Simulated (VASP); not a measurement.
# Bi (Im-3m) in VASP: a series of runs

The runs below take Bi through single point, relaxation of cell and atoms, with PBE-based screened hybrid with 25 % exact exchange, HF, HSE06.

All numbers are computed with VASP 6.6.1; they aren't measurements. Logs are shortened: lines on timing, memory, paths and dates and some standing lists are left out, and cuts for length are marked.

**1. The cell of the first run**

The structure is cubic, space group Im-3m (No. 229). The conventional cell has a = 3.926 Å, b = 3.926 Å, c = 3.926 Å, α = 90.00°, β = 90.00°, γ = 90.00°. Within 4.5 Å of Bi (site symmetry m-3m) lie 14 Bi at 3.40 to 3.93 Å.

This isn't the form of Bi at room conditions, which is rhombohedral.

**2. Single point, PBE-based screened hybrid with 25 % exact exchange**

The input, POSCAR:

```
Bi
1.0
   -1.9632311631      1.9632311631      1.9632311631
    1.9632311631     -1.9632311631      1.9632311631
    1.9632311631      1.9632311631     -1.9632311631
Bi
1
Direct
    0.0000000000      0.0000000000      0.0000000000
```

The input, INCAR.step1:

```
SYSTEM = Bi
ALGO     = Normal         ! electronic algorithm
EDIFF    = 1E-5           ! SCF threshold, eV
ENCUT    = 520            ! plane-wave cutoff, eV
GGA      = PE             ! functional
ISIF     = 2              ! what is computed and relaxed
ISMEAR   = -1             ! smearing method
LASPH    = .TRUE.         ! aspherical terms in the spheres
LREAL    = .FALSE.        ! projectors in reciprocal space
LWAVE    = .TRUE.         ! write WAVECAR
NBANDS   = 14             ! bands
NELM     = 100            ! most SCF steps
PREC     = Accurate       ! precision mode
SIGMA    = 0.05           ! smearing width, eV
```

The input, INCAR.step2:

```
SYSTEM = Bi
AEXX     = 0.25           ! exact-exchange fraction
ALGO     = Normal         ! electronic algorithm
EDIFF    = 1E-7           ! SCF threshold, eV
ENCUT    = 520            ! plane-wave cutoff, eV
GGA      = PE             ! functional
HFSCREEN = 0.3            ! screening, 1/A
ISIF     = 2              ! what is computed and relaxed
ISMEAR   = -1             ! smearing method
ISTART   = 1            
LASPH    = .TRUE.         ! aspherical terms in the spheres
LCHARG   = .TRUE.         ! write CHGCAR
LELF     = .TRUE.         ! ELF
LHFCALC  = .TRUE.         ! exact exchange
LREAL    = .FALSE.        ! projectors in reciprocal space
LVHAR    = .TRUE.       
LWAVE    = .FALSE.        ! write WAVECAR
NBANDS   = 14             ! bands
NELM     = 100            ! most SCF steps
PREC     = Accurate       ! precision mode
PRECFOCK = Normal       
SIGMA    = 0.05           ! smearing width, eV
```

The input, KPOINTS:

```
k-points
0
G
  5 5 5
  0 0 0
```

Potentials or basis: VASP PAW PBE potentials, release 64 (Bi_d).

Command:

```bash
cat potpaw_PBE.64/Bi_d/POTCAR > POTCAR
cp INCAR.step1 INCAR
mpirun -np 1 vasp_std > vasp.out
cp INCAR.step2 INCAR
mpirun -np 1 vasp_std > vasp.out
```

OUTCAR:

```text
SYSTEM = Bi
   AEXX = 0.25
   EDIFF = 1E-7
   ENCUT = 520
   GGA = PE
   HFSCREEN = 0.3
   ISIF = 2
   ISMEAR = -1
   ISTART = 1
   LASPH = .TRUE.
   LHFCALC = .TRUE.
   LREAL = .FALSE.
   NELM = 100
   PREC = Accurate
   PRECFOCK = Normal

 ion  position               nearest neighbor table
   1  0.000  0.000  0.000-

  LATTYP: Found a body centered cubic cell.
 ALAT       =     3.9264623262

  Lattice vectors:

 A1 = (  -1.9632311631,   1.9632311631,   1.9632311631)
 A2 = (   1.9632311631,  -1.9632311631,   1.9632311631)
 A3 = (   1.9632311631,   1.9632311631,  -1.9632311631)

Analysis of symmetry for initial positions (statically):
=====================================================================
 Subroutine PRICEL returns:
 Original cell was already a primitive cell.

 Routine SETGRP: Setting up the symmetry group for a
 body centered cubic supercell.

 Subroutine GETGRP returns: Found 48 space group operations
 (whereof 48 operations were pure point group operations)
 out of a pool of 48 trial point group operations.

The static configuration has the point symmetry O_h .

Analysis of symmetry for dynamics (positions and initial velocities):
=====================================================================
 Subroutine PRICEL returns:
 Original cell was already a primitive cell.

 Routine SETGRP: Setting up the symmetry group for a
 body centered cubic supercell.

 Subroutine GETGRP returns: Found 48 space group operations
 (whereof 48 operations were pure point group operations)
 out of a pool of 48 trial point group operations.

The dynamic configuration has the point symmetry O_h .

 Subroutine INISYM returns: Found 48 space group operations
 (whereof 48 operations are pure point group operations),
 and found     1 'primitive' translations

----------------------------------------------------------------------------------------

                                     Primitive cell

  volume of cell :      30.2673

  direct lattice vectors                    reciprocal lattice vectors
    -1.963231163  1.963231163  1.963231163     0.000000000  0.254682184  0.254682184
     1.963231163 -1.963231163  1.963231163     0.254682184  0.000000000  0.254682184
     1.963231163  1.963231163 -1.963231163     0.254682184  0.254682184  0.000000000

  length of vectors
[... 80 lines left out ...]
   ISMEAR =    -1;   SIGMA  =   0.05  broadening in eV -4-tet -1-fermi 0-gaus
   EFERMI_NEDOS =   21; number of points for ismear=-14 and -15
   IALGO  =     38    algorithm
   IMIX   =      1    mixing-type and parameters
     AMIX     =   0.40;   BMIX     =  1.00
     AMIX_MAG =   1.60;   BMIX_MAG =  1.00
  volume/ion in A,a.u.               =      30.27       204.25
  Fermi-wavevector in a.u.,A,eV,Ry     =   1.295529  2.448195 22.835957  1.678395
  Thomas-Fermi vector in A             =   2.427043
   LORBIT       =      0    0 simple, 1 ext, 2 COOP (PROOUT), +10 PAW based schemes
   GGA     = PE    functional components
   LHFCALC =     T    Hartree Fock is set to
   PRECFOCK=normal    Normal, Fast or Accurate (Low or Medium for compatibility)
   ENCUT4O =  -1.0   cutoff for four orbital integrals eV
   NKREDX  =     1    reduce k-point grid by
   NKREDY  =     1    reduce k-point grid by
   NKREDZ  =     1    reduce k-point grid by
   AEXX    =    0.2500 exact exchange contribution
   HFSCREEN=    0.3000 screening length (either q_TF or 0.3 A-1)
   HFSCREENC=   0.3000 screening length for correlation (either q_TF or 0.3 A-1)
   ENCUTFOCK=  -1.0 apply spherical cutoff to Coloumb kernel
   IVDW    =     0    specifies the selected vdW correction
   LEPSILON=     F    determine dielectric tensor
   LRPA    =     F    only Hartree local field effects (RPA)
 non-spin polarized calculation
  energy-cutoff  :      520.00
  volume of cell :       30.27
 maximum number of plane-waves:       824
 NGX is ok and might be reduce to    28
  NGX = 20; NGY = 20; NGZ = 20

 number of electron      14.9999996 magnetization

 Free energy of the ion-electron system (eV)
  ---------------------------------------------------
  ext. energy  EPLUGINS =         0.00000000
  ---------------------------------------------------
  free energy    TOTEN  =        -4.14768625 eV

  energy without entropy =       -4.12509750  energy(sigma->0) =       -4.13639187

 E-fermi :   8.4612     XC(G=0):  -8.7845

 val. band max:        8.4226507827   @ k =  -0.4000   0.4000   0.2000
 cond. band min:       8.5039401433   @ k =  -0.2000   0.2000   0.2000
 fundamental gap:      0.0812893606
 Fermi energy:         8.4612372915

 k-point     1 :       0.0000    0.0000    0.0000
  band No.  band energies     occupation
      1     -16.8867      2.00000
      2     -16.8867      2.00000
      3     -16.8867      2.00000
      4     -16.7367      2.00000
      5     -16.7367      2.00000
      6      -6.8010      2.00000
      7      14.0152      0.00000
      8      14.0152      0.00000
      9      14.0152      0.00000
     10      18.3531      0.00000
     11      19.3322      0.00000
     12      19.3322      0.00000
     13      19.3322      0.00000
     14      20.6256      0.00000
[... 139 lines left out ...]
      1     -16.8853      2.00000
      2     -16.8703      2.00000
      3     -16.6928      2.00000
      4     -16.6928      2.00000
      5     -16.6869      2.00000
      6      -1.3868      2.00000
      7       5.8039      2.00000
      8       6.5958      2.00000
      9       6.5958      2.00000
     10      12.2288      0.00000
     11      14.1351      0.00000
     12      23.7689      0.00000
     13      24.9819      0.00000
     14      24.9819      0.00000

------------------------ aborting loop because EDIFF is reached ----------------------------------------

  FORCE on cell =-STRESS in cart. coord.  units (eV):
  Direction    XX          YY          ZZ          XY          YZ          ZX
  --------------------------------------------------------------------------------------
  -------------------------------------------------------------------------------------
  Total        0.0190989      0.0190989      0.0190989     -0.0000000     -0.0000000      0.0000000
  in kB        1.0109846      1.0109846      1.0109846     -0.0000000     -0.0000000      0.0000000
  external PRESSURE =       1.0109846 kB  Pullay stress =       0.0000000 kB

 VOLUME and BASIS-vectors are now :
 -----------------------------------------------------------------------------
  energy-cutoff  :      520.00
  volume of cell :       30.27
      direct lattice vectors                 reciprocal lattice vectors
    -1.963231163  1.963231163  1.963231163     0.000000000  0.254682184  0.254682184
     1.963231163 -1.963231163  1.963231163     0.254682184  0.000000000  0.254682184
     1.963231163  1.963231163 -1.963231163     0.254682184  0.254682184  0.000000000

 POSITION                                       TOTAL-FORCE (eV/Angst)
 -----------------------------------------------------------------------------------
      0.00000      0.00000      0.00000        -0.000000      0.000000     -0.000000
 -----------------------------------------------------------------------------------
    total drift:                               -0.000000      0.000001     -0.000001

  FREE ENERGIE OF THE ION-ELECTRON SYSTEM (eV)
  ---------------------------------------------------
  free  energy   TOTEN  =        -4.1476862476 eV

  energy  without entropy=       -4.1250975018  energy(sigma->0) =       -4.13639187
```

OUTCAR.step1:

```text
SYSTEM = Bi
   EDIFF = 1E-5
   ENCUT = 520
   GGA = PE
   ISIF = 2
   ISMEAR = -1
   LASPH = .TRUE.
[... 370 lines left out ...]
 -----------------------------------------------------------------------------------
      0.00000      0.00000      0.00000         0.000000     -0.000000      0.000000
 -----------------------------------------------------------------------------------
    total drift:                                0.000000      0.000000      0.000000

  FREE ENERGIE OF THE ION-ELECTRON SYSTEM (eV)
  ---------------------------------------------------
  free  energy   TOTEN  =        -3.6472192480 eV

  energy  without entropy=       -3.6236015789  energy(sigma->0) =       -3.63541041
```

OSZICAR.step1:

```text
N       E                     dE             d eps       ncg     rms          rms(c)
DAV:   1     0.112153920261E+03    0.11215E+03   -0.76622E+03   280   0.126E+03
DAV:   2     0.218516325147E+01   -0.10997E+03   -0.10753E+03   298   0.336E+02
DAV:   3    -0.352120307260E+01   -0.57064E+01   -0.56877E+01   358   0.757E+01
DAV:   4    -0.364663312068E+01   -0.12543E+00   -0.12541E+00   368   0.120E+01
DAV:   5    -0.365132866224E+01   -0.46955E-02   -0.46953E-02   436   0.200E+00    0.464E-01
DAV:   6    -0.364758608294E+01    0.37426E-02   -0.64657E-03   352   0.121E+00    0.275E-01
DAV:   7    -0.364714231958E+01    0.44376E-03   -0.43429E-03   346   0.920E-01    0.831E-02
DAV:   8    -0.364721804038E+01   -0.75721E-04   -0.41116E-04   364   0.279E-01    0.770E-03
DAV:   9    -0.364721924799E+01   -0.12076E-05   -0.62629E-06   284   0.278E-02
   1 F= -.36472192E+01 E0= -.36354104E+01  d E =-.236177E-01
```

It took 11 min on 1 thread of AMD EPYC 7R13 (Zen 3), shared host; peak memory 0.23 GiB.

Results:

```
Free energy            : -4.1477 eV
Pressure               : 0.1 GPa
Band gap on the k mesh : zero (an odd number of electrons rules out a gap without spin polarisation)
```

Caveat: the k points lie up to 0.45 Å⁻¹ apart, too coarse for converged energies and pressures of a metal; the PAW data sets were made with another functional, which shifts forces and pressure a little; spin-orbit coupling is left out, which moves the levels of the heavy elements.

(Continued in part 2 of 2.)

The gap in the log of VASP goes by the Fermi energy; the results here count the filled bands.